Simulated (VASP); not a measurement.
Write the native input for VASP 6.6.1 that does the following.

| Quantity | Value |
| --- | --- |
| Task | single point |
| Functional | r2SCAN |
| Potentials or basis | VASP PAW PBE potentials, release 64 (Ti_sv, O) |
| Cutoff | 520 eV |
| k mesh | 6 × 6 × 8 |
| Occupations | gaussian, width 0.01 eV |
| Spin | no spin polarisation |
| Dipole correction | no |
| Further INCAR settings | ALGO = Normal; EDIFF = 1e-07; NBANDS = 33 |

Crystal: TiO2.

```
Ti O
1.0
     4.59685    0.00000    0.00000
     0.00000    4.59685    0.00000
     0.00000    0.00000    3.01256
Ti O
2 4
Direct
  0.00000 0.00000 0.00000
  0.50000 0.50000 0.50000
  0.30529 0.30529 0.00000
  0.19471 0.80529 0.50000
  0.80529 0.19471 0.50000
  0.69471 0.69471 0.00000
```

This cell differs from its parent crystal: uniaxial z strain +2.0%.

One way to write it, as run:

POSCAR

```
TiO2
1.0
    4.5968534940      0.0000000000      0.0000000000
    0.0000000000      4.5968534940      0.0000000000
    0.0000000000      0.0000000000      3.0125610919
Ti O
2 4
Direct
    0.0000000000      0.0000000000      0.0000000000
    0.5000000000      0.5000000000      0.5000000000
    0.3052929150      0.3052929150      0.0000000000
    0.1947070850      0.8052929150      0.5000000000
    0.8052929150      0.1947070850      0.5000000000
    0.6947070850      0.6947070850      0.0000000000
```

INCAR.step1

```
  ALGO = Normal
  EDIFF = 1E-4
  ENCUT = 520
  GGA = PE
  ISMEAR = 0
  LASPH = T
  LCHARG = F
  LREAL = F
  LWAVE = T
  NBANDS = 33
  NELM = 60
  PREC = Accurate
  SIGMA = 0.01
```

INCAR.step2

```
  ALGO = Normal
  EDIFF = 1E-7
  ENCUT = 520
  ISIF = 2
  ISMEAR = 0
  ISTART = 1
  LASPH = T
  LCHARG = F
  LMIXTAU = T
  LREAL = F
  LWAVE = F
  METAGGA = R2SCAN
  NBANDS = 33
  NELM = 60
  PREC = Accurate
  SIGMA = 0.01
```

KPOINTS

```
k-points
0
Gamma
  6 6 8
```

Potentials or basis: VASP PAW PBE potentials, release 64 (Ti_sv, O).

Launch:

```sh
$ cat potpaw_PBE.64/Ti_sv/POTCAR potpaw_PBE.64/O/POTCAR > POTCAR
$ cp INCAR.step1 INCAR
$ mpirun -np 1 vasp_std > vasp.out
$ cp INCAR.step2 INCAR
$ mpirun -np 1 vasp_std > vasp.out
```

It gave:

```
Pressure               : -4.2 GPa
Largest force          : 0.026 eV/Å
Band gap on the k mesh : 2.17 eV, direct
```

Caveat: the cell differs from its parent crystal (uniaxial z strain +2.0%); the PAW data sets were made with another functional, which shifts forces and pressure a little.

It took 5.1 min on 1 thread of Intel Xeon 6975P-C, with other jobs on the host, peak memory 0.23 GiB.
